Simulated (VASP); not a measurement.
MgSi2N2:

```xyz
5
Lattice="4.3112 0.0000 0.0000 -2.1556 3.7336 0.0000 0.0000 0.0000 3.6509" Properties=species:S:1:pos:R:3 pbc="T T T"
Mg    0.0000    0.0000    0.0000
Si    0.0000    2.4891    1.8254
Si    2.1556    1.2445    1.8254
N     0.0000    2.4891    0.0000
N     2.1556    1.2445    0.0000
```

| Quantity | Value |
| --- | --- |
| Program | VASP 6.6.1 |
| Task | relaxation of cell and atoms |
| Functional | PBE |
| Potentials or basis | VASP PAW PBE potentials, release 64 (Mg, Si, N) |
| Cutoff | 600 eV |
| k mesh | 6 × 6 × 6 |
| Occupations | gaussian, width 0.1 eV |
| Spin | no spin polarisation |

At the start: pressure -0.5 GPa; volume 11.75 Å³/atom.

Problem. How do energy, volume and symmetry change on relaxing?

Solution. Over 14 steps the energy falls by 39.7 meV/atom and the volume is 12.48 Å³/atom (+6.2 %); space group P6/mmm (No. 191, to 0.05 Å).

The path:
```csv
step,energy change (eV),largest force (eV/Å),pressure (GPa),volume (Å³)
1,0.0000,0.0000,-0.47,58.77
2,-0.0163,0.0000,1.06,58.47
3,-0.0411,0.0000,6.84,57.53
4,-0.0444,0.0000,6.96,57.55
5,-0.0550,0.0000,7.40,57.60
6,-0.0731,0.0000,8.65,57.72
7,-0.0438,0.0000,12.16,57.91
8,-0.0758,0.0000,9.33,57.76
9,-0.0921,0.0000,8.84,58.08
10,-0.1304,0.0000,7.48,59.04
11,-0.1584,0.0000,5.23,60.98
12,-0.1837,0.0000,3.13,61.52
13,-0.1983,0.0000,-0.49,62.56
14,-0.1987,0.0000,-0.02,62.42
```

Final structure:
```
Mg Si N
1.0
     4.58803    0.00000    0.00000
    -2.29402    3.97335    0.00000
     0.00000    0.00000    3.42399
Mg Si N
1 2 2
Direct
  0.00000 0.00000 0.00000
  0.33333 0.66667 0.50000
  0.66667 0.33333 0.50000
  0.33333 0.66667 0.00000
  0.66667 0.33333 0.00000
```
